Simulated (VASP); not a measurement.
# AgI in VASP: single point with r2SCAN

Aim: the single point of AgI with r2SCAN.

Program: VASP 6.6.1. These are calculated values, not measurements. Logs are shortened: lines on timing, memory, paths and dates and some standing lists are left out, and cuts for length are marked.

## 1. The cell of the first run

The typed cell holds 4 atoms: a = 4.553 Å, b = 4.553 Å, c = 7.466 Å, α = 90.00°, β = 90.00°, γ = 120.00°.

## 2. Single point, r2SCAN

POSCAR

```
AgI
1.0
    4.5530342900      0.0000000000      0.0000000000
   -2.2765171400      3.9430469900      0.0000000000
    0.0000000000      0.0000000000      7.4657833000
Ag I
2 2
Direct
    0.3333000000      0.6667000000      0.0000000000
    0.6666000000      0.3333000000      0.5000000000
    0.3333000000      0.6667000000      0.3750000000
    0.6666000000      0.3333000000      0.8750000000
```

INCAR.step1

```
PREC = Accurate
ENCUT = 550
ISMEAR = 0
SIGMA = 0.1028
LREAL = F
LASPH = T
NELM = 120
NBANDS = 26
GGA = PE
ALGO = Normal
EDIFF = 1E-5
LWAVE = T
LCHARG = F
GGA_COMPAT = F
```

INCAR.step2

```
PREC = Accurate
ENCUT = 550
EDIFF = 1E-6
ISMEAR = 0
SIGMA = 0.1028
LREAL = F
LASPH = T
NELM = 120
ALGO = Normal
ISIF = 2
LWAVE = F
LCHARG = F
METAGGA = R2SCAN
LMIXTAU = T
NBANDS = 26
ISTART = 1
GGA_COMPAT = F
```

KPOINTS

```
regular mesh
0
Gamma
  7 7 4
```

Potentials or basis: VASP PAW PBE potentials, release 64 (Ag, I).

Command:

```sh
cat potpaw_PBE.64/Ag/POTCAR potpaw_PBE.64/I/POTCAR > POTCAR
cp INCAR.step1 INCAR
mpirun -np 1 vasp_std > vasp.out
cp INCAR.step2 INCAR
mpirun -np 1 vasp_std > vasp.out
```

OUTCAR:

```text
PREC = Accurate
   ENCUT = 550
   EDIFF = 1E-6
   ISMEAR = 0
   LREAL = F
   LASPH = T
   NELM = 120
   ISIF = 2
   METAGGA = R2SCAN
   ISTART = 1

 ion  position               nearest neighbor table
   1  0.333  0.667  0.000-   4 2.79   4 2.79   4 2.79   3 2.80
   2  0.667  0.333  0.500-   3 2.79   3 2.79   3 2.79   4 2.80
   3  0.333  0.667  0.375-   2 2.79   2 2.79   2 2.79   1 2.80
   4  0.667  0.333  0.875-   1 2.79   1 2.79   1 2.79   2 2.80

  LATTYP: Found a hexagonal cell.
 ALAT       =     4.5530342900
 C/A-ratio  =     1.6397379911

  Lattice vectors:

 A1 = (   4.5530342900,   0.0000000000,   0.0000000000)
 A2 = (  -2.2765171400,   3.9430469900,   0.0000000000)
 A3 = (   0.0000000000,   0.0000000000,   7.4657833000)

Analysis of symmetry for initial positions (statically):
=====================================================================
 Subroutine PRICEL returns:
 Original cell was already a primitive cell.

 Routine SETGRP: Setting up the symmetry group for a
 hexagonal supercell.

 Subroutine GETGRP returns: Found  4 space group operations
 (whereof  1 operations were pure point group operations)
 out of a pool of 24 trial point group operations.

The static configuration has the point symmetry C_1 .
 The point group associated with its full space group is C_2v.

Analysis of symmetry for dynamics (positions and initial velocities):
=====================================================================
 Subroutine PRICEL returns:
 Original cell was already a primitive cell.

 Routine SETGRP: Setting up the symmetry group for a
 hexagonal supercell.

 Subroutine GETGRP returns: Found  4 space group operations
 (whereof  1 operations were pure point group operations)
 out of a pool of 24 trial point group operations.

The dynamic configuration has the point symmetry C_1 .
 The point group associated with its full space group is C_2v.

 Subroutine INISYM returns: Found  4 space group operations
 (whereof  1 operations are pure point group operations),
 and found     1 'primitive' translations

----------------------------------------------------------------------------------------

                                     Primitive cell

  volume of cell :     134.0319

  direct lattice vectors                    reciprocal lattice vectors
     4.553034290  0.000000000  0.000000000     0.219633751  0.126805488  0.000000000
    -2.276517140  3.943046990  0.000000000     0.000000000  0.253610977  0.000000000
     0.000000000  0.000000000  7.465783300     0.000000000  0.000000000  0.133944418

  length of vectors
     4.553034290  4.553037432  7.465783300     0.253611152  0.253610977  0.133944418

  position of ions in fractional coordinates (direct lattice)
     0.333300000  0.666700000  0.000000000
     0.666600000  0.333300000  0.500000000
     0.333300000  0.666700000  0.375000000
     0.666600000  0.333300000  0.875000000

  ion indices of the primitive-cell ions
   primitive index   ion index
                 1           1
                 2           2
                 3           3
                 4           4

----------------------------------------------------------------------------------------

 KPOINTS: regular mesh

Automatic generation of k-mesh.
 Grid dimensions read from file:
 generate k-points for:    7    7    4

 Generating k-lattice:

  Cartesian coordinates                     Fractional coordinates (reciprocal lattice)
     0.031376250  0.018115070  0.000000000     0.142857143  0.000000000  0.000000000
     0.000000000  0.036230140  0.000000000     0.000000000  0.142857143  0.000000000
     0.000000000  0.000000000  0.033486105     0.000000000  0.000000000  0.250000000

  Length of vectors
     0.036230165  0.036230140  0.033486105

  Shift w.r.t. Gamma in fractional coordinates (k-lattice)
     0.000000000  0.000000000  0.000000000

 Subroutine IBZKPT returns following result:
 ===========================================

 Found     48 irreducible k-points:

 Following reciprocal coordinates:
            Coordinates               Weight
  0.000000  0.000000  0.000000      1.000000
  0.142857 -0.000000  0.000000      4.000000
  0.000000  0.142857  0.000000      2.000000
  0.285714 -0.000000  0.000000      4.000000
  0.000000  0.285714  0.000000      2.000000
  0.428571  0.000000  0.000000      4.000000
[... 16 lines left out ...]
  0.000000  0.428571  0.250000      4.000000
  0.142857  0.142857  0.250000      8.000000
 [... further k-points ...]
   k-points           NKPTS =     48   k-points in BZ     NKDIM =     48   number of bands    NBANDS=     26
   number of dos      NEDOS =    301   number of ions     NIONS =      4
   total plane-waves  NPLWV =  77760
   dimension x,y,z NGX =    36 NGY =   36 NGZ =   60
   dimension x,y,z NGXF=    72 NGYF=   72 NGZF=  120
   ions per type =               2   2
   NGX,Y,Z   is equivalent  to a cutoff of  13.14, 13.14, 13.36 a.u.
   NGXF,Y,Z  is equivalent  to a cutoff of  26.29, 26.29, 26.72 a.u.
 SYSTEM =  unknown system
   PREC   = accura    normal or accurate (medium, high low for compatibility)
   ISTART =      1    job   : 0-new  1-cont  2-samecut
   ICHARG =      0    charge: 1-file 2-atom 10-const
   ISPIN  =      1    spin polarized calculation?
   LNONCOLLINEAR =      F non collinear calculations
   LSORBIT =      F    spin-orbit coupling
   LASPH  =      T    aspherical Exc in radial PAW
   ENCUT  =  550.0 eV  40.42 Ry    6.36 a.u.   8.71  8.71 14.28*2*pi/ulx,y,z
   NELM   =    120;   NELMIN=  2; NELMDL=  0     # of ELM steps
   EDIFF  = 0.1E-05   stopping-criterion for ELM
   LREAL  =      F    real-space projection
   EDIFFG = 0.1E-04   stopping-criterion for IOM
   NSW    =      0    number of steps for IOM
   IBRION =     -1    ionic relax: 0-MD 1-quasi-New 2-CG
   NFREE  =      0    steps in history (QN), initial steepest desc. (CG)
   ISIF   =      2    stress and relaxation
   ISYM   =      2    0-nonsym 1-usesym 2-fastsym
   POTIM  = 0.5000    time-step for ionic-motion
   TEBEG  =    0.0;   TEEND  =   0.0 temperature during run
   PSTRESS=    0.0 pullay stress
   NELECT =      36.0000    total number of electrons
   NUPDOWN=      -1.0000    fix difference up-down
   EMIN   =  10.00;   EMAX   =-10.00  energy-range for DOS
   EFERMI =   0.00;   METHOD = LEGACY
   ISMEAR =     0;   SIGMA  =   0.10  broadening in eV -4-tet -1-fermi 0-gaus
   EFERMI_NEDOS =   21; number of points for ismear=-14 and -15
   IALGO  =     38    algorithm
   IMIX   =      4    mixing-type and parameters
     AMIX     =   0.40;   BMIX     =  1.00
     AMIX_MAG =   1.60;   BMIX_MAG =  1.00
  volume/ion in A,a.u.               =      33.51       226.12
  Fermi-wavevector in a.u.,A,eV,Ry     =   1.056265  1.996052 15.179964  1.115696
  Thomas-Fermi vector in A             =   2.191494
   LORBIT       =      0    0 simple, 1 ext, 2 COOP (PROOUT), +10 PAW based schemes
   METAGGA = R2SCAN    functional components
   LHFCALC =     F    Hartree Fock is set to
   AEXX    =    0.0000 exact exchange contribution
   IVDW    =     0    specifies the selected vdW correction
   LEPSILON=     F    determine dielectric tensor
   LRPA    =     F    only Hartree local field effects (RPA)
 non-spin polarized calculation
 Gauss-broadening in eV      SIGMA  =   0.10
  energy-cutoff  :      550.00
  volume of cell :      134.03
 maximum number of plane-waves:      3949
   NGX = 17   NGY = 17   NGZ = 29

 number of electron      36.0000004 magnetization

 Free energy of the ion-electron system (eV)
  ---------------------------------------------------
  ext. energy  EPLUGINS =         0.00000000
  ---------------------------------------------------
  free energy    TOTEN  =       -93.00749297 eV

  energy without entropy =      -93.00749297  energy(sigma->0) =      -93.00749297

 E-fermi :   3.6215     XC(G=0):  -9.0464

 val. band max:        3.1335502812   @ k =   0.0000   0.0000   0.0000
 cond. band min:       4.9625298603   @ k =   0.0000   0.0000   0.0000
 fundamental gap:      1.8289795791
 Fermi energy:         3.6215044125

 k-point     1 :       0.0000    0.0000    0.0000
  band No.  band energies     occupation
      1     -10.2157      2.00000
      2      -9.8940      2.00000
      3      -1.3300      2.00000
      4      -1.3295      2.00000
      5      -1.3256      2.00000
      6      -1.2568      2.00000
[... 18 lines left out ...]
     25      10.2607      0.00000
     26      10.8718      0.00000

 k-point     2 :       0.1429   -0.0000    0.0000
  band No.  band energies     occupation
      1     -10.1637      2.00000
      2      -9.8678      2.00000
      3      -1.3726      2.00000
      4      -1.2934      2.00000
      5      -1.2907      2.00000
      6      -1.1965      2.00000
[... 18 lines left out ...]
     25      10.4873      0.00000
     26      10.6878      0.00000

 k-point     3 :       0.0000    0.1429    0.0000
  band No.  band energies     occupation
      1     -10.1637      2.00000
      2      -9.8678      2.00000
      3      -1.3729      2.00000
      4      -1.2930      2.00000
      5      -1.2906      2.00000
      6      -1.1967      2.00000
[... 18 lines left out ...]
     25      10.4873      0.00000
     26      10.6872      0.00000

 k-point     4 :       0.2857   -0.0000    0.0000
  band No.  band energies     occupation
      1     -10.0366      2.00000
      2      -9.8142      2.00000
      3      -1.4460      2.00000
      4      -1.2771      2.00000
      5      -1.2149      2.00000
      6      -1.1144      2.00000
[... 18 lines left out ...]
     25      10.9026      0.00000
     26      11.1200      0.00000
[... 496 lines left out ...]
      1      -9.8950      2.00000
      2      -9.8041      2.00000
      3      -1.5014      2.00000
      4      -1.4219      2.00000
      5      -1.1218      2.00000
      6      -0.9849      2.00000
[... 18 lines left out ...]
     25      11.2442      0.00000
     26      12.2831      0.00000

 k-point    23 :       0.0000    0.4286    0.2500
  band No.  band energies     occupation
      1      -9.8950      2.00000
      2      -9.8041      2.00000
      3      -1.5015      2.00000
      4      -1.4219      2.00000
      5      -1.1213      2.00000
      6      -0.9852      2.00000
[... 18 lines left out ...]
     25      11.2441      0.00000
     26      12.2829      0.00000

 k-point    24 :       0.1429    0.1429    0.2500
  band No.  band energies     occupation
      1     -10.0384      2.00000
      2      -9.8646      2.00000
      3      -1.4367      2.00000
      4      -1.3594      2.00000
      5      -1.2128      2.00000
      6      -1.2089      2.00000
[... 18 lines left out ...]
     25      10.6712      0.00000
     26      11.0233      0.00000

 [... further k-points ...]

------------------------ aborting loop because EDIFF is reached ----------------------------------------

  FORCE on cell =-STRESS in cart. coord.  units (eV):
  Direction    XX          YY          ZZ          XY          YZ          ZX
  --------------------------------------------------------------------------------------
  -------------------------------------------------------------------------------------
  Total        1.6420287      1.6470656      1.4938320      0.0000000      0.0000000      0.0000000
  in kB       19.6283176     19.6885272     17.8568191      0.0000000      0.0000000      0.0000000
  external PRESSURE =      19.0578880 kB  Pullay stress =       0.0000000 kB

 VOLUME and BASIS-vectors are now :
 -----------------------------------------------------------------------------
  energy-cutoff  :      550.00
  volume of cell :      134.03
      direct lattice vectors                 reciprocal lattice vectors
     4.553034290  0.000000000  0.000000000     0.219633751  0.126805488  0.000000000
    -2.276517140  3.943046990  0.000000000     0.000000000  0.253610977  0.000000000
     0.000000000  0.000000000  7.465783300     0.000000000  0.000000000  0.133944418

 POSITION                                       TOTAL-FORCE (eV/Angst)
 -----------------------------------------------------------------------------------
     -0.00023      2.62883      0.00000        -0.000000     -0.000755      0.024951
      2.27629      1.31422      3.73289         0.000000      0.000755      0.024951
     -0.00023      2.62883      2.79967        -0.000000     -0.000874     -0.024951
      2.27629      1.31422      6.53256         0.000000      0.000874     -0.024951
 -----------------------------------------------------------------------------------
    total drift:                                0.000001     -0.000000      0.000070

  FREE ENERGIE OF THE ION-ELECTRON SYSTEM (eV)
  ---------------------------------------------------
  free  energy   TOTEN  =       -93.0074929656 eV

  energy  without entropy=      -93.0074929656  energy(sigma->0) =      -93.00749297
```

It took 7.6 min on 1 thread of Intel Xeon Platinum 8259CL at 2.50GHz (Skylake/Cascade Lake), shared host; peak memory 0.4 GiB.

Results:

```yaml
Free_energy: -93.0075 eV
Pressure: 1.9 GPa
Largest_force: 0.025 eV/Å
Band_gap_on_the_k_mesh: 1.83 eV
```

Forces in eV/Å, atoms in the order of the input:
```
Ag   0.000 -0.001  0.025
Ag   0.000  0.001  0.025
I    0.000 -0.001 -0.025
I    0.000  0.001 -0.025
```

Caveat: the PAW data sets were made with another functional, which shifts forces and pressure a little; spin-orbit coupling is left out, which moves the levels of the heavy elements.
